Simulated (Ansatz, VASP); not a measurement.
One calculation of Be3P3Pd, two programs

```
Be P Pd
1.0
     4.74743    0.00000    0.00000
     0.00000    4.74743    0.00000
     0.00000    0.00000    4.74743
Be P Pd
3 3 1
Direct
  0.00000 0.50000 0.50000
  0.50000 0.00000 0.50000
  0.50000 0.50000 0.00000
  0.50000 0.00000 0.00000
  0.00000 0.50000 0.00000
  0.00000 0.00000 0.50000
  0.00000 0.00000 0.00000
```

Alike in both runs: task relaxation of cell and atoms; functional PBE; k mesh 8 × 8 × 8; occupations gaussian, width 0.1 eV; no spin polarisation.

```csv
,VASP,Ansatz
version,VASP 6.6.1,Ansatz 0.2.0
potentials or method,"VASP PAW PBE potentials, release 64 (Be, P, Pd), cutoff 600 eV","scalar-relativistic, plane waves, PAW"
valence electrons in the cell,31,39
```

```tsv
	VASP	Ansatz	Ansatz less VASP
gap on the k mesh at the Fermi level, each at its own relaxed structure (eV)	none	none	-
relaxed volume (Å³/atom)	15.25	15.26	+0.010
relaxed length of the cell vector where the two differ most in proportion (Å)	4.744	4.745	+0.0011
```

A gap of «none» marks a metal or a gap that the smearing closes. VASP's potentials hold 31 valence electrons a cell and Ansatz's 39, so a difference there can come from the potentials and not from the codes.
